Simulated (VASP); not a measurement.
Crystal: CSe2.

```
Se C
1.0
     3.56977   -2.99478    0.00000
     3.56977    2.99478    0.00000
     0.00000    0.00000    9.46265
Se C
4 2
Direct
  0.21242 0.78758 0.87938
  0.78758 0.21242 0.12061
  0.28758 0.71242 0.37938
  0.71242 0.28758 0.62062
  0.00000 0.00000 0.00000
  0.50000 0.50000 0.50000
```

Base run:

- Program: VASP 6.6.1
- Functional: PBE
- Potentials or basis: VASP PAW PBE potentials, release 64 (Se, C)
- Cutoff: 600 eV
- k mesh: 5 × 5 × 3
- Occupations: fermi-dirac, width 0.05 eV
- Spin: no spin polarisation

Its results: band gap on the k mesh 2.39 eV (least direct gap 2.45 eV); pressure 0.2 GPa; largest force 0.056 eV/Å.

The run is repeated on the same cell with these changes: functional from PBE to r2SCAN; cutoff from 600 eV to 520 eV. What comes out?

Band gap on the k mesh 2.64 eV (least direct gap 2.71 eV); pressure -1.2 GPa; largest force 0.527 eV/Å.

Caveats: an odd mesh through Γ misses points on the zone boundary, where band edges can lie; this functional lacks dispersion, which holds the molecules together, so the pressure and a relaxed volume are unreliable (at least some runs); the PAW data sets were made with another functional, which shifts forces and pressure a little (at least some runs).
